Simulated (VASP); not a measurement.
# Ga2As5 (R-3m) in VASP: a series of runs

Runs on Ga2As5. Level: PBE. Tasks: relaxation of cell and atoms, single point.

Program: VASP 6.6.1. These are calculated values, not measurements. Logs are shortened: lines on timing, memory, paths and dates and some standing lists are left out, and cuts for length are marked.

## (1) The cell of the first run

Symmetry: R-3m, No. 166, trigonal system. Conventional cell: a = 6.174 Å, b = 6.174 Å, c = 15.169 Å, α = 90.00°, β = 90.00°, γ = 120.00°. Within 2.6 Å of Ga (site symmetry -3m) lie 2 As at 1.96 Å. Ga (site symmetry -3m) has 12 As at 3.09 to 3.61 Å within 4.1 Å. Within 4.1 Å of As (site symmetry 2/m) lie 10 As at 3.09 to 3.65 Å and 4 Ga at 3.09 Å. Within 2.6 Å of As (site symmetry 3m) lie 1 Ga at 1.96 Å.

The cell was built from a structure type or drawn by symmetry, and may not be a known phase.

## (2) Relaxation of cell and atoms, PBE

INCAR reads:

```
SYSTEM = Ga2As5
PREC     = Accurate       ! precision mode
ENCUT    = 500            ! plane-wave cutoff, eV
EDIFF    = 1E-7           ! SCF threshold, eV
ISMEAR   = 0              ! smearing method
SIGMA    = 0.2            ! smearing width, eV
LREAL    = .FALSE.        ! projectors in reciprocal space
LASPH    = .TRUE.         ! aspherical terms in the spheres
NELM     = 120            ! most SCF steps
ALGO     = Normal         ! electronic algorithm
ISIF     = 3              ! what is computed and relaxed
LWAVE    = .FALSE.        ! write WAVECAR
LCHARG   = .FALSE.        ! write CHGCAR
GGA      = PE             ! functional
IBRION   = 2              ! ionic algorithm
NSW      = 36             ! ionic steps
EDIFFG   = -0.08          ! ionic threshold
GGA_COMPAT= .FALSE.      
NELMIN   = 4
```

KPOINTS reads:

```
regular mesh
0
G
  3 3 3
  0 0 0
```

POSCAR reads:

```
Ga2As5
1.0
    3.0870153800      1.7822891600      5.0563569300
   -3.0870153800      1.7822891600      5.0563569300
    0.0000000000     -3.5645783200      5.0563569300
Ga As
2 5
Direct
    0.5000000000      0.5000000000      0.5000000000
    0.0000000000      0.0000000000      0.0000000000
    0.0000000000      0.0000000000      0.5000000000
    0.5000000000      0.0000000000      0.0000000000
    0.0000000000      0.5000000000      0.0000000000
    0.3710482000      0.3710482000      0.3710482000
    0.6289518000      0.6289518000      0.6289518000
```

Potentials or basis: VASP PAW PBE potentials, release 64 (Ga_d, As).

Started as:

```sh
> cat potpaw_PBE.64/Ga_d/POTCAR potpaw_PBE.64/As/POTCAR > POTCAR
> mpirun -np 1 vasp_std > vasp.out
```

OUTCAR:

```text
SYSTEM = Ga2As5
   PREC = Accurate
   ENCUT = 500
   EDIFF = 1E-7
   ISMEAR = 0
   LREAL = .FALSE.
   LASPH = .TRUE.
   NELM = 120
   ISIF = 3
   GGA = PE
   IBRION = 2
   NSW = 36
   EDIFFG = -0.08
   NELMIN = 4

 ion  position               nearest neighbor table
   1  0.500  0.500  0.500-   6 1.96   7 1.96
   2  0.000  0.000  0.000-
   3  0.000  0.000  0.500-
   4  0.500  0.000  0.000-
   5  0.000  0.500  0.000-
   6  0.371  0.371  0.371-   1 1.96
   7  0.629  0.629  0.629-   1 1.96

  LATTYP: Found a trigonal (rhomboedric) cell.
 ALAT       =     6.1865146900
 COS(alpha) =     0.5020158904

  Lattice vectors:

 A1 = (   3.0870153800,   1.7822891600,   5.0563569300)
 A2 = (  -3.0870153800,   1.7822891600,   5.0563569300)
 A3 = (   0.0000000000,  -3.5645783200,   5.0563569300)

Analysis of symmetry for initial positions (statically):
=====================================================================
 Subroutine PRICEL returns:
 Original cell was already a primitive cell.

 Routine SETGRP: Setting up the symmetry group for a
 trigonal (rhombohedral) supercell.

 Subroutine GETGRP returns: Found 12 space group operations
 (whereof 12 operations were pure point group operations)
 out of a pool of 12 trial point group operations.

The static configuration has the point symmetry D_3d.

Analysis of symmetry for dynamics (positions and initial velocities):
=====================================================================
 Subroutine PRICEL returns:
 Original cell was already a primitive cell.

 Routine SETGRP: Setting up the symmetry group for a
 trigonal (rhombohedral) supercell.

 Subroutine GETGRP returns: Found 12 space group operations
 (whereof 12 operations were pure point group operations)
 out of a pool of 12 trial point group operations.

The dynamic configuration has the point symmetry D_3d.

 Subroutine INISYM returns: Found 12 space group operations
 (whereof 12 operations are pure point group operations),
 and found     1 'primitive' translations

----------------------------------------------------------------------------------------

                                     Primitive cell

  volume of cell :     166.9191

  direct lattice vectors                    reciprocal lattice vectors
     3.087015380  1.782289160  5.056356930     0.161968743  0.093512697  0.065923616
    -3.087015380  1.782289160  5.056356930    -0.161968743  0.093512697  0.065923616
     0.000000000 -3.564578320  5.056356930     0.000000000 -0.187025395  0.065923616

  length of vectors
     6.186514690  6.186514690  6.186514689     0.198303861  0.198303861  0.198303861

  position of ions in fractional coordinates (direct lattice)
     0.500000000  0.500000000  0.500000000
     0.000000000  0.000000000  0.000000000
     0.000000000  0.000000000  0.500000000
     0.500000000  0.000000000  0.000000000
     0.000000000  0.500000000  0.000000000
     0.371048200  0.371048200  0.371048200
     0.628951800  0.628951800  0.628951800

  ion indices of the primitive-cell ions
   primitive index   ion index
                 1           1
                 2           2
                 3           3
                 4           4
                 5           5
                 6           6
                 7           7

----------------------------------------------------------------------------------------

 KPOINTS: regular mesh

Automatic generation of k-mesh.
 Grid dimensions read from file:
 generate k-points for:    3    3    3

 Generating k-lattice:

  Cartesian coordinates                     Fractional coordinates (reciprocal lattice)
     0.053989581  0.031170899  0.021974539     0.333333333  0.000000000  0.000000000
    -0.053989581  0.031170899  0.021974539     0.000000000  0.333333333  0.000000000
     0.000000000 -0.062341798  0.021974539     0.000000000  0.000000000  0.333333333

  Length of vectors
     0.066101287  0.066101287  0.066101287

  Shift w.r.t. Gamma in fractional coordinates (k-lattice)
     0.000000000  0.000000000  0.000000000

 Subroutine IBZKPT returns following result:
 ===========================================

 Found      6 irreducible k-points:

 Following reciprocal coordinates:
            Coordinates               Weight
  0.000000  0.000000  0.000000      1.000000
  0.333333  0.000000 -0.000000      6.000000
  0.333333  0.333333 -0.000000      6.000000
 -0.333333  0.333333  0.000000      6.000000
  0.333333  0.333333  0.333333      2.000000
 -0.333333  0.333333  0.333333      6.000000
   k-points           NKPTS =      6   k-points in BZ     NKDIM =      6   number of bands    NBANDS=     30
   number of dos      NEDOS =    301   number of ions     NIONS =      7
   total plane-waves  NPLWV = 110592
   dimension x,y,z NGX =    48 NGY =   48 NGZ =   48
   dimension x,y,z NGXF=    96 NGYF=   96 NGZF=   96
   ions per type =               2   5
   NGX,Y,Z   is equivalent  to a cutoff of  12.90, 12.90, 12.90 a.u.
   NGXF,Y,Z  is equivalent  to a cutoff of  25.80, 25.80, 25.80 a.u.
 SYSTEM =  Ga2As5
   PREC   = accura    normal or accurate (medium, high low for compatibility)
   ISTART =      0    job   : 0-new  1-cont  2-samecut
   ICHARG =      2    charge: 1-file 2-atom 10-const
   ISPIN  =      1    spin polarized calculation?
   LNONCOLLINEAR =      F non collinear calculations
   LSORBIT =      F    spin-orbit coupling
   LASPH  =      T    aspherical Exc in radial PAW
   ENCUT  =  500.0 eV  36.75 Ry    6.06 a.u.  11.28 11.28 11.28*2*pi/ulx,y,z
   NELM   =    120;   NELMIN=  4; NELMDL= -5     # of ELM steps
   EDIFF  = 0.1E-06   stopping-criterion for ELM
   LREAL  =      F    real-space projection
   EDIFFG = -.8E-01   stopping-criterion for IOM
   NSW    =     36    number of steps for IOM
   IBRION =      2    ionic relax: 0-MD 1-quasi-New 2-CG
   NFREE  =      1    steps in history (QN), initial steepest desc. (CG)
   ISIF   =      3    stress and relaxation
   ISYM   =      2    0-nonsym 1-usesym 2-fastsym
   POTIM  = 0.5000    time-step for ionic-motion
   TEBEG  =    0.0;   TEEND  =   0.0 temperature during run
   PSTRESS=    0.0 pullay stress
   NELECT =      51.0000    total number of electrons
   NUPDOWN=      -1.0000    fix difference up-down
   EMIN   =  10.00;   EMAX   =-10.00  energy-range for DOS
   EFERMI =   0.00;   METHOD = LEGACY
   ISMEAR =     0;   SIGMA  =   0.20  broadening in eV -4-tet -1-fermi 0-gaus
   EFERMI_NEDOS =   21; number of points for ismear=-14 and -15
   IALGO  =     38    algorithm
   IMIX   =      4    mixing-type and parameters
     AMIX     =   0.40;   BMIX     =  1.00
     AMIX_MAG =   1.60;   BMIX_MAG =  1.00
  volume/ion in A,a.u.               =      23.85       160.92
  Fermi-wavevector in a.u.,A,eV,Ry     =   1.102629  2.083667 16.541850  1.215792
  Thomas-Fermi vector in A             =   2.239075
   LORBIT       =      0    0 simple, 1 ext, 2 COOP (PROOUT), +10 PAW based schemes
   GGA     = PE    functional components
   LHFCALC =     F    Hartree Fock is set to
   AEXX    =    0.0000 exact exchange contribution
   IVDW    =     0    specifies the selected vdW correction
   LEPSILON=     F    determine dielectric tensor
   LRPA    =     F    only Hartree local field effects (RPA)
 conjugate gradient relaxation of ions
 non-spin polarized calculation
 Gauss-broadening in eV      SIGMA  =   0.20
  energy-cutoff  :      500.00
  volume of cell :      166.92
 maximum number of plane-waves:      4279
 NGX is ok and might be reduce to    48
   NGX = 23   NGY = 23   NGZ = 23

--------------------------------------- Ionic step        1  -------------------------------------------

 number of electron      50.9999980 magnetization

 Free energy of the ion-electron system (eV)
  ---------------------------------------------------
  ext. energy  EPLUGINS =         0.00000000
  ---------------------------------------------------
  free energy    TOTEN  =       -21.78483470 eV

  energy without entropy =      -21.69583887  energy(sigma->0) =      -21.74033678

------------------------ aborting loop because EDIFF is reached ----------------------------------------

  FORCE on cell =-STRESS in cart. coord.  units (eV):
  Direction    XX          YY          ZZ          XY          YZ          ZX
  --------------------------------------------------------------------------------------
  -------------------------------------------------------------------------------------
  Total       -6.1008050     -6.1008050     29.6906577      0.0000000      0.0000000      0.0000000
  in kB      -58.5587495    -58.5587495    284.9866179      0.0000000      0.0000000      0.0000000
  external PRESSURE =      55.9563730 kB  Pullay stress =       0.0000000 kB
[... 69 lines left out ...]
--------------------------------------- Ionic step        3  -------------------------------------------

 number of electron      50.9999996 magnetization

 E-fermi :   3.3952     XC(G=0):  -9.4738

 val. band max:        3.3293473049   @ k =   0.0000   0.0000   0.0000
 cond. band min:       3.4050740861   @ k =   0.3333   0.3333  -0.0000
 fundamental gap:      0.0757267812
 Fermi energy:         3.3951735988

 k-point     1 :       0.0000    0.0000    0.0000
  band No.  band energies     occupation
      1     -11.5579      2.00000
      2     -11.5442      2.00000
      3     -11.5442      2.00000
      4     -11.4533      2.00000
      5     -11.4533      2.00000
      6     -11.0273      2.00000
[... 221 lines left out ...]
  FREE ENERGIE OF THE ION-ELECTRON SYSTEM (eV)
  ---------------------------------------------------
  free  energy   TOTEN  =       -24.8188203827 eV

  energy  without entropy=      -24.6370915869  energy(sigma->0) =      -24.72795598

 E-fermi :   4.7047     XC(G=0): -10.0627

 val. band max:        4.6891029554   @ k =   0.3333   0.3333  -0.0000
 cond. band min:       4.7090709671   @ k =   0.0000   0.0000   0.0000
 fundamental gap:      0.0199680116
 Fermi energy:         4.7046726274

 k-point     1 :       0.0000    0.0000    0.0000
  band No.  band energies     occupation
      1     -10.5499      2.00000
      2     -10.5396      2.00000
      3     -10.5396      2.00000
      4     -10.4304      2.00000
      5     -10.4304      2.00000
      6      -9.8331      2.00000
[... 187 lines left out ...]
     29       5.5190      0.00000
     30       5.5759      0.00000

[... ionic steps 4 to 11 ...]

--------------------------------------- Ionic step       12  -------------------------------------------

 number of electron      51.0000002 magnetization

------------------------ aborting loop because EDIFF is reached ----------------------------------------
[... 77 lines left out ...]
--------------------------------------- Ionic step       14  -------------------------------------------

 number of electron      51.0000003 magnetization

 Free energy of the ion-electron system (eV)
  ---------------------------------------------------
  ext. energy  EPLUGINS =         0.00000000
  ---------------------------------------------------
  free energy    TOTEN  =       -26.26940598 eV

  energy without entropy =      -26.10897104  energy(sigma->0) =      -26.18918851

 E-fermi :   5.3737     XC(G=0): -10.3920

 val. band max:        5.3222537679   @ k =   0.3333   0.0000  -0.0000
 cond. band min:       5.4052521387   @ k =   0.3333   0.3333  -0.0000
 fundamental gap:      0.0829983708
 Fermi energy:         5.3737056527

 k-point     1 :       0.0000    0.0000    0.0000
  band No.  band energies     occupation
      1      -9.6339      2.00000
      2      -9.6339      2.00000
      3      -9.6193      2.00000
      4      -9.5096      2.00000
      5      -9.5096      2.00000
      6      -9.2028      2.00000
[... 221 lines left out ...]
  FREE ENERGIE OF THE ION-ELECTRON SYSTEM (eV)
  ---------------------------------------------------
  free  energy   TOTEN  =       -26.2694059839 eV

  energy  without entropy=      -26.1089710369  energy(sigma->0) =      -26.18918851

 reached required accuracy - stopping structural energy minimisation
```

It took 4.9 min on 1 thread of Intel Xeon 6975P-C (Granite Rapids), shared host; peak memory 0.34 GiB.

Results:

```yaml
Free_energy: -26.2694 eV
Relaxed_volume: 20.64 Å³/atom
Relaxed_cell: a = 6.223 Å, b = 6.223 Å, c = 6.223 Å, α = 53.51°, β = 53.51°, γ = 53.51°
Space_group_after_relaxing_to_0.1_Å: R-3m (No. 166)
Energy_gained_by_relaxing: 640.7 meV/atom
Ionic_steps: 14
Pressure_after_relaxing: 0.4 GPa
Largest_force_after_relaxing: 0.039 eV/Å
Band_gap_on_the_k_mesh: zero (an odd number of electrons rules out a gap without spin polarisation)
```

Forces in eV/Å, atoms in the order of the input:
```
Ga   0.000  0.000  0.000
Ga   0.000  0.000  0.000
As   0.000  0.000  0.000
As   0.000  0.000  0.000
As   0.000  0.000  0.000
As   0.000  0.000 -0.039
As   0.000  0.000  0.039
```

Step by step:
| step | energy change (eV) | largest force (eV/Å) | pressure (GPa) | volume (Å³) |
| --- | --- | --- | --- | --- |
| 1 | 0.0000 | 9.0049 | 5.60 | 166.92 |
| 2 | -2.9203 | 0.2959 | -8.13 | 184.52 |
| 3 | -3.0340 | 0.6615 | -6.65 | 177.61 |
| 4 | -3.8666 | 1.0652 | -2.72 | 155.29 |
| 5 | -4.0101 | 1.2211 | 0.80 | 144.80 |
| 6 | -4.0108 | 1.2374 | 1.34 | 143.55 |
| 7 | -4.1651 | 0.9555 | 1.41 | 142.25 |
| 8 | -4.3077 | 0.2946 | 2.45 | 139.57 |
| 9 | -4.4188 | 0.2405 | -1.27 | 147.85 |
| 10 | -4.4190 | 0.2387 | -1.42 | 148.27 |
| 11 | -4.4793 | 0.1234 | -0.71 | 146.94 |
| 12 | -4.4805 | 0.1158 | -0.59 | 146.76 |
| 13 | -4.4806 | 0.1149 | -0.53 | 146.69 |
| 14 | -4.4846 | 0.0386 | 0.37 | 144.51 |

Final structure:
```
Ga As
1.0
     2.80124    1.61729    5.31618
    -2.80124    1.61729    5.31618
     0.00000   -3.23459    5.31618
Ga As
2 5
Cartesian
  0.0000 0.0000 7.9743
  0.0000 0.0000 0.0000
  0.0000 -1.6173 2.6581
  1.4006 0.8086 2.6581
  -1.4006 0.8086 2.6581
  0.0000 0.0000 5.1821
  0.0000 0.0000 10.7664
```

Levels at points of the mesh, in eV from the Fermi level:
```tsv
k point	band 22	band 23	band 24	band 25	band 26	band 27	band 28	band 29
(0.00, 0.00, 0.00)	-2.76	-2.76	-2.49	-2.49	1.25	1.35	2.23	2.23
```

Caveat: the k points lie up to 0.45 Å⁻¹ apart in the final cell, too coarse for converged energies and pressures of a metal; the relaxation stopped at a loose force limit of 0.08 eV/Å, so its end isn't a converged minimum.

## (3) Single point, PBE

This run uses another cell than the first one, of 21.22 Å³/atom.

INCAR reads:

```
PREC = Accurate
ENCUT = 500
EDIFF = 1E-6
ISMEAR = 0
SIGMA = 0.1
LREAL = False
LASPH = True
NELM = 120
ALGO = Normal
ISIF = 2
LWAVE = False
LCHARG = True
GGA = PE
LELF = True
LVHAR = True
NBANDS = 34
GGA_COMPAT = False
```

KPOINTS reads:

```
Automatic mesh
0
Gamma
  6 6 6
```

POSCAR reads:

```
Ga2As5
1.0
    1.9299723246      1.1142700411     11.5102599173
   -1.9299723246      1.1142700411     11.5102599173
    0.0000000000     -2.2285400823     11.5102599173
Ga As
2 5
Direct
    0.7075300208      0.7075300208      0.7075300208
    0.2924699792      0.2924699792      0.2924699792
    0.4319474271      0.4319474271      0.4319474271
    0.5680525729      0.5680525729      0.5680525729
    0.0000000000      0.0000000000      0.0000000000
    0.1360310916      0.1360310916      0.1360310916
    0.8639689084      0.8639689084      0.8639689084
```

Potentials or basis: VASP PAW PBE potentials, release 64 (Ga_d, As).

Started as:

```sh
> cat potpaw_PBE.64/Ga_d/POTCAR potpaw_PBE.64/As/POTCAR > POTCAR
> mpirun -np 1 vasp_std > vasp.out
```

Wall time 18 min (1 thread of Intel Xeon 6975P-C (Granite Rapids), shared host); peak memory 1.3 GiB.

Results (log left out):

```yaml
Free_energy: -29.2998 eV
Pressure: 0.3 GPa
Largest_force: 0.167 eV/Å
Band_gap_on_the_k_mesh: zero (an odd number of electrons rules out a gap without spin polarisation)
```

Forces in eV/Å, atoms in the order of the input:
```
Ga   0.000  0.000 -0.034
Ga   0.000  0.000  0.034
As   0.000  0.000 -0.050
As   0.000  0.000  0.050
As   0.000  0.000  0.000
As   0.000  0.000  0.167
As   0.000  0.000 -0.167
```

Stress tensor (GPa, compression positive):
```
0.04 0.00 0.00
0.00 0.04 0.00
0.00 0.00 0.83
```

Levels at points of the mesh, in eV from the Fermi level:
| k point | band 22 | band 23 | band 24 | band 25 | band 26 | band 27 | band 28 | band 29 |
| --- | --- | --- | --- | --- | --- | --- | --- | --- |
| (0.00, 0.00, 0.00) | -0.89 | -0.23 | -0.20 | -0.20 | 0.96 | 0.96 | 1.19 | 1.91 |
| (0.50, 0.00, 0.00) | -2.96 | -2.62 | -2.26 | -1.73 | 0.23 | 0.54 | 1.30 | 2.15 |
| (0.50, 0.50, 0.00) | -2.85 | -2.04 | -1.87 | -1.18 | -0.90 | 0.42 | 1.74 | 1.89 |
| (0.50, 0.50, 0.50) | -1.26 | -0.20 | -0.20 | -0.20 | 1.03 | 1.03 | 1.14 | 1.90 |

(Continued in part 2 of 2.)
